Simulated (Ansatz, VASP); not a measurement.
# BP: VASP beside Ansatz

```xyz
10
Lattice="6.8995 0.3877 0.3405 0.3686 4.4742 -0.0677 0.4684 -0.0324 4.3608" Properties=species:S:1:pos:R:3 pbc="T T T"
B     3.3848    3.4515    1.3210
B     1.2301    1.5362    2.2613
B     6.5506    3.3203    4.3140
B     2.2593    2.1345    0.8895
B     6.3250    2.0601    2.9913
P     5.3191    3.2278    1.7130
P     5.4555    0.3551    3.3447
P     3.5082    0.4670    4.4569
P     2.4898    4.3893    2.7688
P     1.5484    2.7089    3.7937
```

Alike in both runs: task single point; functional PBE; k mesh 4 × 5 × 5; occupations gaussian, width 0.02 eV; no spin polarisation.

```csv
,VASP,Ansatz
version,VASP 6.6.1,Ansatz 0.2.0
potentials or method,"VASP PAW PBE potentials, release 64 (B, P), cutoff 520 eV","scalar-relativistic, plane waves, PAW"
valence electrons in the cell,40,40
```

Ansatz gave:

| Quantity | Value |
| --- | --- |
| gap on the k mesh at the Fermi level (eV) | 1.11 |
| least direct gap on the mesh (eV) | 1.89 |
| rms of the force components (eV/Å) | 0.024 |

Which values does VASP return?

gap on the k mesh at the Fermi level (eV): 1.11; least direct gap on the mesh (eV): 1.90; rms of the force components (eV/Å): 0.029.

Atom by atom the forces differ by 0.014 eV/Å (rms over components).
